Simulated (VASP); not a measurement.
# TiB2N3 (P6/mmm) in VASP: notebook

TiB2N3 is run at these levels: PBE; tasks: single point.

All numbers are computed with VASP 6.6.1; they aren't measurements. Logs are shortened: lines on timing, memory, paths and dates and some standing lists are left out, and cuts for length are marked.

### 1 The cell of the first run

Symmetry: P6/mmm, No. 191, hexagonal system. Conventional cell: a = 4.677 Å, b = 4.677 Å, c = 2.361 Å, α = 90.00°, β = 90.00°, γ = 120.00°. Within 3.1 Å of Ti (site symmetry 6/mmm) lie 2 Ti at 2.36 Å and 12 N at 2.62 Å and 6 B at 2.70 Å. Within 2.4 Å of B (site symmetry -6m2) lie 6 N at 1.79 Å and 2 B at 2.36 Å. Within 2.4 Å of N (site symmetry mmm) lie 4 B at 1.79 Å and 6 N at 2.34 to 2.36 Å.

### 2 Single point, PBE, collinear spin, ferromagnetic start

INCAR

```
SYSTEM = TiB2N3
ALGO     = Normal         ! electronic algorithm
EDIFF    = 1E-6           ! SCF threshold, eV
ENCUT    = 520            ! plane-wave cutoff, eV
GGA      = PE             ! functional
ISIF     = 2              ! what is computed and relaxed
ISMEAR   = 0              ! smearing method
ISPIN    = 2              ! spin polarisation
LASPH    = .True.         ! aspherical terms in the spheres
LCHARG   = .False.        ! write CHGCAR
LMAXMIX  = 4              ! l up to which the mixer works
LORBIT   = 11             ! projections on sites
LREAL    = .False.        ! projectors in reciprocal space
LWAVE    = .False.        ! write WAVECAR
MAGMOM   = 1 0 0 0 0 0    ! initial moments
NBANDS   = 30             ! bands
NELM     = 150            ! most SCF steps
PREC     = Accurate       ! precision mode
SIGMA    = 0.1            ! smearing width, eV
```

KPOINTS

```
k-points
0
Gamma
  6 6 6
  0 0 0
```

POSCAR

```
TiB2N3
1.0
    4.6770447996      0.0000000031      0.0000000000
   -2.3385224025      4.0504396095      0.0000000000
    0.0000000000      0.0000000000      2.3605731777
Ti B N
1 2 3
Direct
    0.0000000000      0.0000000000      0.0000000000
    0.3333333333      0.6666666667      0.0000000000
    0.6666666667      0.3333333333      0.0000000000
    0.5000000000      0.0000000000      0.5000000000
    0.5000000000      0.5000000000      0.5000000000
    0.0000000000      0.5000000000      0.5000000000
```

Potentials or basis: VASP PAW PBE potentials, release 64 (Ti_sv, B, N).

Launch:

```sh
> cat potpaw_PBE.64/Ti_sv/POTCAR potpaw_PBE.64/B/POTCAR potpaw_PBE.64/N/POTCAR > POTCAR
> mpirun -np 1 vasp_std > vasp.out
```

OUTCAR:

```text
SYSTEM = TiB2N3
   EDIFF = 1E-6
   ENCUT = 520
   GGA = PE
   ISIF = 2
   ISMEAR = 0
   ISPIN = 2
   LASPH = .True.
   LORBIT = 11
   LREAL = .False.
   NELM = 150
   PREC = Accurate

 ion  position               nearest neighbor table
   1  0.000  0.000  0.000-
   2  0.333  0.667  0.000-   4 1.79   4 1.79   6 1.79   6 1.79   5 1.79   5 1.79
   3  0.667  0.333  0.000-   4 1.79   4 1.79   6 1.79   6 1.79   5 1.79   5 1.79
   4  0.500  0.000  0.500-   2 1.79   3 1.79   2 1.79   3 1.79
   5  0.500  0.500  0.500-   2 1.79   3 1.79   2 1.79   3 1.79
   6  0.000  0.500  0.500-   2 1.79   3 1.79   2 1.79   3 1.79

  LATTYP: Found a hexagonal cell.
 ALAT       =     4.6770447996
 C/A-ratio  =     0.5047146818

  Lattice vectors:

 A1 = (   4.6770447996,   0.0000000031,   0.0000000000)
 A2 = (  -2.3385224025,   4.0504396095,   0.0000000000)
 A3 = (   0.0000000000,   0.0000000000,   2.3605731777)

Analysis of symmetry for initial positions (statically):
=====================================================================
 Subroutine PRICEL returns:
 Original cell was already a primitive cell.

 Routine SETGRP: Setting up the symmetry group for a
 hexagonal supercell.

 Subroutine GETGRP returns: Found 24 space group operations
 (whereof 24 operations were pure point group operations)
 out of a pool of 24 trial point group operations.

The static configuration has the point symmetry D_6h.

Analysis of symmetry for dynamics (positions and initial velocities):
=====================================================================
 Subroutine PRICEL returns:
 Original cell was already a primitive cell.

 Routine SETGRP: Setting up the symmetry group for a
 hexagonal supercell.

 Subroutine GETGRP returns: Found 24 space group operations
 (whereof 24 operations were pure point group operations)
 out of a pool of 24 trial point group operations.

The dynamic configuration has the point symmetry D_6h.

Analysis of structural, dynamic, and magnetic symmetry:
=====================================================================
 Subroutine PRICEL returns:
 Original cell was already a primitive cell.

 Routine SETGRP: Setting up the symmetry group for a
 hexagonal supercell.

 Subroutine GETGRP returns: Found 24 space group operations
 (whereof 24 operations were pure point group operations)
 out of a pool of 24 trial point group operations.

The overall configuration has the point symmetry D_6h.

 Subroutine INISYM returns: Found 24 space group operations
 (whereof 24 operations are pure point group operations),
 and found     1 'primitive' translations

----------------------------------------------------------------------------------------

                                     Primitive cell

  volume of cell :      44.7189

  direct lattice vectors                    reciprocal lattice vectors
     4.677044800  0.000000003  0.000000000     0.213810225  0.123443391  0.000000000
    -2.338522403  4.050439609  0.000000000    -0.000000000  0.246886782  0.000000000
     0.000000000  0.000000000  2.360573178     0.000000000  0.000000000  0.423625927

  length of vectors
     4.677044800  4.677044800  2.360573178     0.246886782  0.246886782  0.423625927

  position of ions in fractional coordinates (direct lattice)
     0.000000000  0.000000000  0.000000000
     0.333333333  0.666666667  0.000000000
     0.666666667  0.333333333  0.000000000
     0.500000000  1.000000000  0.500000000
     0.500000000  0.500000000  0.500000000
     0.000000000  0.500000000  0.500000000

  ion indices of the primitive-cell ions
   primitive index   ion index
                 1           1
                 2           2
                 3           3
                 4           4
                 5           5
                 6           6

----------------------------------------------------------------------------------------

 KPOINTS: k-points

Automatic generation of k-mesh.
[... 28 lines left out ...]
  0.333333  0.166667  0.000000     12.000000
[... 16 lines left out ...]
  0.166667 -0.000000  0.500000      6.000000
  0.333333 -0.000000  0.500000      6.000000
 [... further k-points ...]
   k-points           NKPTS =     28   k-points in BZ     NKDIM =     28   number of bands    NBANDS=     30
   number of dos      NEDOS =    301   number of ions     NIONS =      6
   total plane-waves  NPLWV =  23328
   dimension x,y,z NGX =    36 NGY =   36 NGZ =   18
   dimension x,y,z NGXF=    72 NGYF=   72 NGZF=   36
   ions per type =               1   2   3
   NGX,Y,Z   is equivalent  to a cutoff of  12.80, 12.80, 12.68 a.u.
   NGXF,Y,Z  is equivalent  to a cutoff of  25.59, 25.59, 25.35 a.u.
 SYSTEM =  TiB2N3
   PREC   = accura    normal or accurate (medium, high low for compatibility)
   ISTART =      0    job   : 0-new  1-cont  2-samecut
   ICHARG =      2    charge: 1-file 2-atom 10-const
   ISPIN  =      2    spin polarized calculation?
   LNONCOLLINEAR =      F non collinear calculations
   LSORBIT =      F    spin-orbit coupling
   LASPH  =      T    aspherical Exc in radial PAW
   ENCUT  =  520.0 eV  38.22 Ry    6.18 a.u.   8.70  8.70  4.39*2*pi/ulx,y,z
   NELM   =    150;   NELMIN=  2; NELMDL= -5     # of ELM steps
   EDIFF  = 0.1E-05   stopping-criterion for ELM
   LREAL  =      F    real-space projection
   EDIFFG = 0.1E-04   stopping-criterion for IOM
   NSW    =      0    number of steps for IOM
   IBRION =     -1    ionic relax: 0-MD 1-quasi-New 2-CG
   NFREE  =      0    steps in history (QN), initial steepest desc. (CG)
   ISIF   =      2    stress and relaxation
   ISYM   =      2    0-nonsym 1-usesym 2-fastsym
   POTIM  = 0.5000    time-step for ionic-motion
   TEBEG  =    0.0;   TEEND  =   0.0 temperature during run
   PSTRESS=    0.0 pullay stress
   NELECT =      33.0000    total number of electrons
   NUPDOWN=      -1.0000    fix difference up-down
   EMIN   =  10.00;   EMAX   =-10.00  energy-range for DOS
   EFERMI =   0.00;   METHOD = LEGACY
   ISMEAR =     0;   SIGMA  =   0.10  broadening in eV -4-tet -1-fermi 0-gaus
   EFERMI_NEDOS =   21; number of points for ismear=-14 and -15
   IALGO  =     38    algorithm
   IMIX   =      4    mixing-type and parameters
     AMIX     =   0.40;   BMIX     =  1.00
     AMIX_MAG =   1.60;   BMIX_MAG =  1.00
  volume/ion in A,a.u.               =       7.45        50.30
  Fermi-wavevector in a.u.,A,eV,Ry     =   1.479389  2.795640 29.777605  2.188592
  Thomas-Fermi vector in A             =   2.593553
   LORBIT       =     11    0 simple, 1 ext, 2 COOP (PROOUT), +10 PAW based schemes
   GGA     = PE    functional components
   LHFCALC =     F    Hartree Fock is set to
   AEXX    =    0.0000 exact exchange contribution
   IVDW    =     0    specifies the selected vdW correction
   LEPSILON=     F    determine dielectric tensor
   LRPA    =     F    only Hartree local field effects (RPA)
 spin polarized calculation
 Gauss-broadening in eV      SIGMA  =   0.10
  energy-cutoff  :      520.00
  volume of cell :       44.72
 maximum number of plane-waves:      1219
 NGX is ok and might be reduce to    36
   NGX = 17   NGY = 17   NGZ =  9

 number of electron      32.9999992 magnetization       0.0506985

 number of electron      32.9999992 magnetization      -0.0231923

 Free energy of the ion-electron system (eV)
  ---------------------------------------------------
  ext. energy  EPLUGINS =         0.00000000
  ---------------------------------------------------
  free energy    TOTEN  =       -39.92295964 eV

  energy without entropy =      -39.90094725  energy(sigma->0) =      -39.91195344

 E-fermi :   9.6977     XC(G=0): -12.8872

 val. band max:        9.6955407424   @ k =   0.3333  -0.0000   0.3333
 cond. band min:       9.7066168300   @ k =   0.1667  -0.0000   0.3333
 fundamental gap:      0.0110760876
 Fermi energy:         9.6976948103

 spin component 1

 k-point     1 :       0.0000    0.0000    0.0000
  band No.  band energies     occupation
      1     -47.7822      1.00000
      2     -24.1575      1.00000
      3     -24.1575      1.00000
      4     -22.7428      1.00000
      5     -10.6563      1.00000
      6      -6.2742      1.00000
[... 733 lines left out ...]
     27      18.2189      0.00000
     28      20.1457      0.00000

 [... further k-points ...]

 spin component 2

 k-point     1 :       0.0000    0.0000    0.0000
  band No.  band energies     occupation
      1     -47.8005      1.00000
      2     -24.1757      1.00000
      3     -24.1757      1.00000
      4     -22.7624      1.00000
      5     -10.6565      1.00000
      6      -6.2733      1.00000
[... 733 lines left out ...]
     27      18.2131      0.00000
     28      20.1381      0.00000

 [... further k-points ...]

 [bands above 28 left out]

------------------------ aborting loop because EDIFF is reached ----------------------------------------

  FORCE on cell =-STRESS in cart. coord.  units (eV):
  Direction    XX          YY          ZZ          XY          YZ          ZX
  --------------------------------------------------------------------------------------
  -------------------------------------------------------------------------------------
  Total        0.0137037      0.0137037      0.0867252     -0.0000000     -0.0000000      0.0000000
  in kB        0.4909742      0.4909742      3.1071692     -0.0000000     -0.0000000      0.0000000
  external PRESSURE =       1.3630392 kB  Pullay stress =       0.0000000 kB

 VOLUME and BASIS-vectors are now :
 -----------------------------------------------------------------------------
  energy-cutoff  :      520.00
  volume of cell :       44.72
      direct lattice vectors                 reciprocal lattice vectors
     4.677044800  0.000000003  0.000000000     0.213810225  0.123443391  0.000000000
    -2.338522403  4.050439609  0.000000000    -0.000000000  0.246886782  0.000000000
     0.000000000  0.000000000  2.360573178     0.000000000  0.000000000  0.423625927

 POSITION                                       TOTAL-FORCE (eV/Angst)
 -----------------------------------------------------------------------------------
      0.00000      0.00000      0.00000        -0.000000      0.000000     -0.000000
     -0.00000      2.70029      0.00000         0.000000      0.000000      0.000000
      2.33852      1.35015      0.00000        -0.000000     -0.000000     -0.000000
      2.33852      0.00000      1.18029        -0.000000      0.000000     -0.000000
      1.16926      2.02522      1.18029        -0.000000      0.000000     -0.000000
     -1.16926      2.02522      1.18029        -0.000000      0.000000     -0.000000
 -----------------------------------------------------------------------------------
    total drift:                                0.000000      0.000000      0.000000

  FREE ENERGIE OF THE ION-ELECTRON SYSTEM (eV)
  ---------------------------------------------------
  free  energy   TOTEN  =       -39.9229596380 eV

  energy  without entropy=      -39.9009472502  energy(sigma->0) =      -39.91195344

 total charge

# of ion       s       p       d       tot
------------------------------------------
    1        2.150   6.067   2.106  10.323
    2        0.610   1.003   0.000   1.613
    3        0.610   1.003   0.000   1.613
    4        1.304   2.388   0.000   3.693
    5        1.304   2.388   0.000   3.693
    6        1.304   2.388   0.000   3.693
--------------------------------------------------
tot          7.282  15.239   2.106  24.627

 magnetization (x)

# of ion       s       p       d       tot
------------------------------------------
    1       -0.000  -0.000  -0.019  -0.019
    2       -0.001  -0.001   0.000  -0.001
    3       -0.001  -0.001   0.000  -0.001
    4       -0.000   0.001   0.000   0.001
    5       -0.000   0.001   0.000   0.001
    6       -0.000   0.001   0.000   0.001
--------------------------------------------------
tot         -0.001   0.002  -0.019  -0.018
```

It took 60 s on 1 thread of AMD EPYC 7R13 (Zen 3), shared host; peak memory 0.18 GiB.

Results:

```yaml
Free_energy: -39.9230 eV
Pressure: 0.1 GPa
Net_moment: -0.02 μB per cell
Valence_electrons_inside_the_program's_atomic_spheres: Ti 10.32; B 1.61; N 3.69
```

Stress tensor (GPa, compression positive):
```
0.05 0.00 0.00
0.00 0.05 0.00
0.00 0.00 0.31
```

Levels at points of the mesh, in eV from the Fermi level:
Spin up:
| k point | band 12 | band 13 | band 14 | band 15 | band 16 | band 17 | band 18 | band 19 | band 20 | band 21 |
| --- | --- | --- | --- | --- | --- | --- | --- | --- | --- | --- |
| (0.00, 0.00, 0.00) | -2.34 | -1.11 | -1.11 | -0.32 | 0.61 | 0.61 | 0.62 | 0.62 | 2.61 | 3.12 |
| (0.50, 0.00, 0.00) | -4.28 | -2.06 | -2.04 | -1.44 | -0.95 | 0.49 | 0.98 | 2.82 | 3.28 | 3.37 |
| (0.00, 0.00, 0.50) | -5.75 | -5.75 | -2.13 | 0.13 | 0.13 | 0.84 | 1.40 | 1.40 | 1.81 | 1.81 |
| (0.50, 0.00, 0.50) | -4.04 | -3.66 | -2.98 | -2.14 | -1.35 | -0.76 | -0.01 | 0.90 | 1.66 | 2.01 |
Spin down:
| k point | band 12 | band 13 | band 14 | band 15 | band 16 | band 17 | band 18 | band 19 | band 20 | band 21 |
| --- | --- | --- | --- | --- | --- | --- | --- | --- | --- | --- |
| (0.00, 0.00, 0.00) | -2.35 | -1.11 | -1.11 | -0.32 | 0.61 | 0.61 | 0.61 | 0.61 | 2.59 | 3.09 |
| (0.50, 0.00, 0.00) | -4.28 | -2.06 | -2.05 | -1.45 | -0.95 | 0.49 | 0.96 | 2.81 | 3.26 | 3.34 |
| (0.00, 0.00, 0.50) | -5.76 | -5.76 | -2.13 | 0.12 | 0.12 | 0.85 | 1.40 | 1.40 | 1.80 | 1.80 |
| (0.50, 0.00, 0.50) | -4.04 | -3.67 | -2.98 | -2.14 | -1.36 | -0.78 | -0.02 | 0.90 | 1.65 | 2.01 |

Caveat: the k points lie up to 0.44 Å⁻¹ apart.

(Part 1 of 2 ends here.)
